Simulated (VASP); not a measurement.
# Sr (Fmmm) in VASP: further runs, part 2 of 2

VASP 6.6.1. The steps go on from the part before.

## (4) Single point, PBEsol (strain +0.0875 x Voigt [1, -1, 0, 0, 0, 0])

Contents of INCAR:

```
SYSTEM = Sr
ALGO = Fast
EDIFF = 1E-6
ENCUT = 520
GGA = PS
ISIF = 2
ISMEAR = 0
LASPH = .TRUE.
LCHARG = .FALSE.
LREAL = .FALSE.
LWAVE = .FALSE.
NBANDS = 11
NELM = 60
PREC = Accurate
SIGMA = 0.03
```

Contents of KPOINTS:

```
k-points
0
G
  10 10 10
  0 0 0
```

Contents of POSCAR:

```
Sr
1.0
    0.0000000000      2.7761443750      3.0423500000
    3.3085556250      0.0000000000      3.0423500000
    3.3085556250      2.7761443750      0.0000000000
Sr
1
Direct
    0.0000000000      0.0000000000      0.0000000000
```

Command:

```
> cat potpaw_PBE.64/Sr_sv/POTCAR > POTCAR
> mpirun -np 1 vasp_std > vasp.out
```

Run time: 1.9 min. Hardware: 1 thread of AMD EPYC 7R13, shared host; peak memory 0.26 GiB.

Results (log left out):

```yaml
Free_energy: -1.8164 eV
Pressure: -0.9 GPa
Band_gap_on_the_k_mesh: zero (bands 5 and 6 overlap by 0.11 eV)
```

Stress tensor (GPa, compression positive):
```
-1.61  0.00  0.00
 0.00 -0.66  0.00
 0.00  0.00 -0.43
```

Levels at points of the mesh, in eV from the Fermi level:
| k point | band 1 | band 2 | band 3 | band 4 | band 5 | band 6 | band 7 | band 8 | band 9 | band 10 |
| --- | --- | --- | --- | --- | --- | --- | --- | --- | --- | --- |
| (0.00, 0.00, 0.00) | -36.60 | -18.51 | -18.50 | -18.49 | -3.65 | 1.90 | 2.41 | 2.80 | 3.01 | 4.20 |
| (0.50, 0.00, 0.00) | -36.59 | -18.70 | -18.55 | -18.50 | -1.12 | 0.06 | 1.66 | 2.67 | 4.45 | 4.93 |
| (0.50, 0.50, 0.00) | -36.58 | -18.70 | -18.60 | -18.54 | -0.66 | 0.48 | 0.98 | 4.17 | 4.46 | 5.11 |
| (0.50, 0.00, 0.50) | -36.58 | -18.68 | -18.63 | -18.58 | -0.43 | 0.16 | 1.83 | 4.47 | 4.58 | 4.63 |
| (0.00, 0.50, 0.50) | -36.59 | -18.67 | -18.55 | -18.53 | -0.92 | 0.35 | 0.55 | 4.63 | 4.82 | 5.18 |

Caveat: the cell differs from its parent crystal (strain +0.0875 x Voigt [1, -1, 0, 0, 0, 0]); the PAW data sets were made with another functional, which shifts forces and pressure a little.

## (5) Single point, PBEsol (strain +0.0625 x Voigt [1, -1, 0, 0, 0, 0])

Contents of INCAR:

```
ALGO     = Normal         # electronic algorithm
EDIFF    = 1E-6           # SCF threshold, eV
ENCUT    = 520            # plane-wave cutoff, eV
GGA      = PS             # functional
ISIF     = 2              # what is computed and relaxed
ISMEAR   = 0              # smearing method
LASPH    = T              # aspherical terms in the spheres
LCHARG   = F              # write CHGCAR
LREAL    = F              # projectors in reciprocal space
LWAVE    = F              # write WAVECAR
NBANDS   = 11             # bands
NELM     = 60             # most SCF steps
PREC     = Accurate       # precision mode
SIGMA    = 0.03           # smearing width, eV
```

Contents of KPOINTS:

```
k-points
0
Gamma
  10 10 10
```

Contents of POSCAR:

```
Sr
1.0
    0.0000000000      2.8522031250      3.0423500000
    3.2324968750      0.0000000000      3.0423500000
    3.2324968750      2.8522031250      0.0000000000
Sr
1
Direct
    0.0000000000      0.0000000000      0.0000000000
```

Potentials or basis: VASP PAW PBE potentials, release 64 (Sr_sv).

Command:

```
> cat potpaw_PBE.64/Sr_sv/POTCAR > POTCAR
> mpirun -np 1 vasp_std > vasp.out
```

OUTCAR:

```text
EDIFF = 1E-6
   ENCUT = 520
   GGA = PS
   ISIF = 2
   ISMEAR = 0
   LASPH = T
   LREAL = F
   NELM = 60
   PREC = Accurate

 ion  position               nearest neighbor table
   1  0.000  0.000  0.000-

  LATTYP: Found a face centered orthorhombic cell.
 ALAT       =     5.7044062500
 B/A-ratio  =     1.0666666667
 C/A-ratio  =     1.1333333333

  Lattice vectors:

 A1 = (  -3.2324968750,   0.0000000000,  -3.0423500000)
 A2 = (  -3.2324968750,   2.8522031250,   0.0000000000)
 A3 = (   0.0000000000,   2.8522031250,  -3.0423500000)

Analysis of symmetry for initial positions (statically):
=====================================================================
 Subroutine PRICEL returns:
 Original cell was already a primitive cell.

 Routine SETGRP: Setting up the symmetry group for a
 face centered orthorhombic supercell.

 Subroutine GETGRP returns: Found  8 space group operations
 (whereof  8 operations were pure point group operations)
 out of a pool of  8 trial point group operations.

The static configuration has the point symmetry D_2h.

Analysis of symmetry for dynamics (positions and initial velocities):
=====================================================================
 Subroutine PRICEL returns:
 Original cell was already a primitive cell.

 Routine SETGRP: Setting up the symmetry group for a
 face centered orthorhombic supercell.

 Subroutine GETGRP returns: Found  8 space group operations
 (whereof  8 operations were pure point group operations)
 out of a pool of  8 trial point group operations.

The dynamic configuration has the point symmetry D_2h.

 Subroutine INISYM returns: Found  8 space group operations
 (whereof  8 operations are pure point group operations),
 and found     1 'primitive' translations

----------------------------------------------------------------------------------------

                                     Primitive cell

  volume of cell :      56.0993

  direct lattice vectors                    reciprocal lattice vectors
     0.000000000  2.852203125  3.042350000    -0.154679191  0.175303083  0.164346640
     3.232496875  0.000000000  3.042350000     0.154679191 -0.175303083  0.164346640
     3.232496875  2.852203125  0.000000000     0.154679191  0.175303083 -0.164346640

  length of vectors
     4.170246538  4.439023493  4.310927825     0.285773758  0.285773758  0.285773758

  position of ions in fractional coordinates (direct lattice)
     0.000000000  0.000000000  0.000000000

  ion indices of the primitive-cell ions
   primitive index   ion index
                 1           1

----------------------------------------------------------------------------------------

 KPOINTS: k-points

Automatic generation of k-mesh.
 Grid dimensions read from file:
 generate k-points for:   10   10   10

 Generating k-lattice:

  Cartesian coordinates                     Fractional coordinates (reciprocal lattice)
    -0.015467919  0.017530308  0.016434664     0.100000000  0.000000000  0.000000000
     0.015467919 -0.017530308  0.016434664     0.000000000  0.100000000  0.000000000
     0.015467919  0.017530308 -0.016434664     0.000000000  0.000000000  0.100000000

  Length of vectors
     0.028577376  0.028577376  0.028577376

  Shift w.r.t. Gamma in fractional coordinates (k-lattice)
     0.000000000  0.000000000  0.000000000

 Subroutine IBZKPT returns following result:
 ===========================================

 Found    171 irreducible k-points:

 Following reciprocal coordinates:
            Coordinates               Weight
  0.000000  0.000000  0.000000      1.000000
  0.100000  0.000000  0.000000      8.000000
  0.200000  0.000000  0.000000      8.000000
  0.300000 -0.000000 -0.000000      8.000000
  0.400000  0.000000 -0.000000      8.000000
  0.500000 -0.000000 -0.000000      4.000000
[... 16 lines left out ...]
  0.300000  0.300000  0.000000      2.000000
  0.400000  0.300000 -0.000000      8.000000
 [... further k-points ...]
   k-points           NKPTS =    171   k-points in BZ     NKDIM =    171   number of bands    NBANDS=     11
   number of dos      NEDOS =    301   number of ions     NIONS =      1
   total plane-waves  NPLWV =  36864
   dimension x,y,z NGX =    32 NGY =   36 NGZ =   32
   dimension x,y,z NGXF=    64 NGYF=   72 NGZF=   64
   ions per type =               1
   NGX,Y,Z   is equivalent  to a cutoff of  12.76, 13.48, 12.34 a.u.
   NGXF,Y,Z  is equivalent  to a cutoff of  25.51, 26.96, 24.68 a.u.
 SYSTEM =  unknown system
   PREC   = accura    normal or accurate (medium, high low for compatibility)
   ISTART =      0    job   : 0-new  1-cont  2-samecut
   ICHARG =      2    charge: 1-file 2-atom 10-const
   ISPIN  =      1    spin polarized calculation?
   LNONCOLLINEAR =      F non collinear calculations
   LSORBIT =      F    spin-orbit coupling
   LASPH  =      T    aspherical Exc in radial PAW
   ENCUT  =  520.0 eV  38.22 Ry    6.18 a.u.   7.75  8.25  8.02*2*pi/ulx,y,z
   NELM   =     60;   NELMIN=  2; NELMDL= -5     # of ELM steps
   EDIFF  = 0.1E-05   stopping-criterion for ELM
   LREAL  =      F    real-space projection
   EDIFFG = 0.1E-04   stopping-criterion for IOM
   NSW    =      0    number of steps for IOM
   IBRION =     -1    ionic relax: 0-MD 1-quasi-New 2-CG
   NFREE  =      0    steps in history (QN), initial steepest desc. (CG)
   ISIF   =      2    stress and relaxation
   ISYM   =      2    0-nonsym 1-usesym 2-fastsym
   POTIM  = 0.5000    time-step for ionic-motion
   TEBEG  =    0.0;   TEEND  =   0.0 temperature during run
   PSTRESS=    0.0 pullay stress
   NELECT =      10.0000    total number of electrons
   NUPDOWN=      -1.0000    fix difference up-down
   EMIN   =  10.00;   EMAX   =-10.00  energy-range for DOS
   EFERMI =   0.00;   METHOD = LEGACY
   ISMEAR =     0;   SIGMA  =   0.03  broadening in eV -4-tet -1-fermi 0-gaus
   EFERMI_NEDOS =   21; number of points for ismear=-14 and -15
   IALGO  =     38    algorithm
   IMIX   =      4    mixing-type and parameters
     AMIX     =   0.40;   BMIX     =  1.00
     AMIX_MAG =   1.60;   BMIX_MAG =  1.00
  volume/ion in A,a.u.               =      56.10       378.58
  Fermi-wavevector in a.u.,A,eV,Ry     =   0.921345  1.741089 11.549666  0.848876
  Thomas-Fermi vector in A             =   2.046751
   LORBIT       =      0    0 simple, 1 ext, 2 COOP (PROOUT), +10 PAW based schemes
   GGA     = PS    functional components
   LHFCALC =     F    Hartree Fock is set to
   AEXX    =    0.0000 exact exchange contribution
   IVDW    =     0    specifies the selected vdW correction
   LEPSILON=     F    determine dielectric tensor
   LRPA    =     F    only Hartree local field effects (RPA)
 non-spin polarized calculation
 Gauss-broadening in eV      SIGMA  =   0.03
  energy-cutoff  :      520.00
  volume of cell :       56.10
 maximum number of plane-waves:      1532
   NGX = 15   NGY = 17   NGZ = 15

 number of electron      10.0000000 magnetization

 Free energy of the ion-electron system (eV)
  ---------------------------------------------------
  ext. energy  EPLUGINS =         0.00000000
  ---------------------------------------------------
  free energy    TOTEN  =        -1.82163906 eV

  energy without entropy =       -1.82083996  energy(sigma->0) =       -1.82123951

 E-fermi :   1.4550     XC(G=0):  -7.3694

 val. band max:        1.4425145099   @ k =  -0.4000   0.3000   0.0000
 cond. band min:       1.4549953718   @ k =   0.2000  -0.4000   0.1000
 fundamental gap:      0.0124808619
 Fermi energy:         1.4549708468

 k-point     1 :       0.0000    0.0000    0.0000
  band No.  band energies     occupation
      1     -35.1503      2.00000
      2     -17.0602      2.00000
      3     -17.0529      2.00000
      4     -17.0483      2.00000
      5      -2.1961      2.00000
      6       3.4512      0.00000
      7       3.8026      0.00000
      8       4.0945      0.00000
      9       4.6807      0.00000
     10       5.5513      0.00000
     11       8.5742      0.00000
[... 309 lines left out ...]
 k-point    24 :       0.4000    0.3000   -0.0000
  band No.  band energies     occupation
      1     -35.1358      2.00000
      2     -17.2022      2.00000
      3     -17.1214      2.00000
      4     -17.0952      2.00000
      5       0.0536      2.00000
      6       2.1256      0.00000
      7       2.7422      0.00000
      8       4.8305      0.00000
      9       5.2198      0.00000
     10       5.9200      0.00000
     11       7.7740      0.00000

 [... further k-points ...]

------------------------ aborting loop because EDIFF is reached ----------------------------------------

  FORCE on cell =-STRESS in cart. coord.  units (eV):
  Direction    XX          YY          ZZ          XY          YZ          ZX
  --------------------------------------------------------------------------------------
  -------------------------------------------------------------------------------------
  Total       -0.4555080     -0.2607936     -0.2330437      0.0000000      0.0000000      0.0000000
  in kB      -13.0091479     -7.4481738     -6.6556463      0.0000000      0.0000000      0.0000000
  external PRESSURE =      -9.0376560 kB  Pullay stress =       0.0000000 kB

 VOLUME and BASIS-vectors are now :
 -----------------------------------------------------------------------------
  energy-cutoff  :      520.00
  volume of cell :       56.10
      direct lattice vectors                 reciprocal lattice vectors
     0.000000000  2.852203125  3.042350000    -0.154679191  0.175303083  0.164346640
     3.232496875  0.000000000  3.042350000     0.154679191 -0.175303083  0.164346640
     3.232496875  2.852203125  0.000000000     0.154679191  0.175303083 -0.164346640

 POSITION                                       TOTAL-FORCE (eV/Angst)
 -----------------------------------------------------------------------------------
      0.00000      0.00000      0.00000         0.000000      0.000000      0.000000
 -----------------------------------------------------------------------------------
    total drift:                                0.000000      0.000000      0.000000

  FREE ENERGIE OF THE ION-ELECTRON SYSTEM (eV)
  ---------------------------------------------------
  free  energy   TOTEN  =        -1.8216390589 eV

  energy  without entropy=       -1.8208399636  energy(sigma->0) =       -1.82123951
```

It took 1.9 min on 1 thread of AMD EPYC 7R13, shared host; peak memory 0.26 GiB.

Results:

```yaml
Free_energy: -1.8216 eV
Pressure: -0.9 GPa
Band_gap_on_the_k_mesh: zero (bands 5 and 6 overlap by 0.09 eV)
```

Caveat: the cell differs from its parent crystal (strain +0.0625 x Voigt [1, -1, 0, 0, 0, 0]); the PAW data sets were made with another functional, which shifts forces and pressure a little.

## (6) Single point, PBEsol (strain +0.0250 x Voigt [1, -1, 0, 0, 0, 0])

Contents of INCAR:

```
PREC = Accurate
ENCUT = 520
EDIFF = 1E-6
ISMEAR = 0
SIGMA = 0.03
LREAL = False
LASPH = True
NELM = 60
ALGO = Fast
ISIF = 2
LWAVE = False
LCHARG = False
GGA = PS
NBANDS = 11
```

Contents of KPOINTS:

```
regular mesh
0
Gamma
  10 10 10
```

Contents of POSCAR:

```
Sr
1.0
    0.0000000000      2.9662912500      3.0423500000
    3.1184087500      0.0000000000      3.0423500000
    3.1184087500      2.9662912500      0.0000000000
Sr
1
Direct
    0.0000000000      0.0000000000      0.0000000000
```

Potentials or basis: VASP PAW PBE potentials, release 64 (Sr_sv).

Command:

```
> cat potpaw_PBE.64/Sr_sv/POTCAR > POTCAR
> mpirun -np 1 vasp_std > vasp.out
```

It took 89 s on 1 thread of AMD EPYC 7R13, shared host; peak memory 0.25 GiB.

The run converged. Its results:

```yaml
Free_energy: -1.8248 eV
Pressure: -0.9 GPa
Band_gap_on_the_k_mesh: zero (bands 5 and 6 overlap by 0.06 eV)
```

Stress tensor (GPa, compression positive):
```
-0.98  0.00  0.00
 0.00 -0.82  0.00
 0.00  0.00 -0.88
```

Levels at points of the mesh, in eV from the Fermi level:
| k point | band 2 | band 3 | band 4 | band 5 | band 6 | band 7 | band 8 | band 9 |
| --- | --- | --- | --- | --- | --- | --- | --- | --- |
| (0.00, 0.00, 0.00) | -18.52 | -18.52 | -18.52 | -3.65 | 2.15 | 2.29 | 2.41 | 3.53 |
| (0.50, 0.00, 0.00) | -18.70 | -18.55 | -18.54 | -1.15 | 0.02 | 1.99 | 2.27 | 4.65 |
| (0.50, 0.50, 0.00) | -18.69 | -18.59 | -18.58 | -0.65 | 0.34 | 0.97 | 4.67 | 4.90 |
| (0.50, 0.00, 0.50) | -18.69 | -18.60 | -18.59 | -0.58 | 0.27 | 1.19 | 4.71 | 4.94 |
| (0.00, 0.50, 0.50) | -18.69 | -18.58 | -18.57 | -0.72 | 0.38 | 0.77 | 4.74 | 4.96 |

Caveat: the cell differs from its parent crystal (strain +0.0250 x Voigt [1, -1, 0, 0, 0, 0]); the PAW data sets were made with another functional, which shifts forces and pressure a little.

## (7) Overview

| cell | gap on the mesh (eV) | pressure (GPa) |
| --- | --- | --- |
| a = 4.523, b = 4.093, c = 4.324 Å, angles 64.9, 55.1, 60.0°, 1 atom | none | -0.9 |
| a = 4.144, b = 4.467, c = 4.315 Å, angles 56.3, 63.7, 60.0°, 1 atom | none | -0.9 |
| a = 4.119, b = 4.495, c = 4.319 Å, angles 55.7, 64.3, 60.0°, 1 atom | none | -0.9 |
| a = 4.170, b = 4.439, c = 4.311 Å, angles 56.9, 63.1, 60.0°, 1 atom | none | -0.9 |
| a = 4.249, b = 4.357, c = 4.304 Å, angles 58.8, 61.2, 60.0°, 1 atom | none | -0.9 |

Alike in all rows: task single point; level PBEsol; potentials or basis VASP PAW PBE potentials, release 64 (Sr_sv); no spin polarisation; k mesh 10 × 10 × 10; cutoff (eV) 520; smearing gaussian 0.03 eV.

Caveats: the PAW data sets were made with another functional, which shifts forces and pressure a little.

Absolute energies hang on the potentials; compare differences alone.
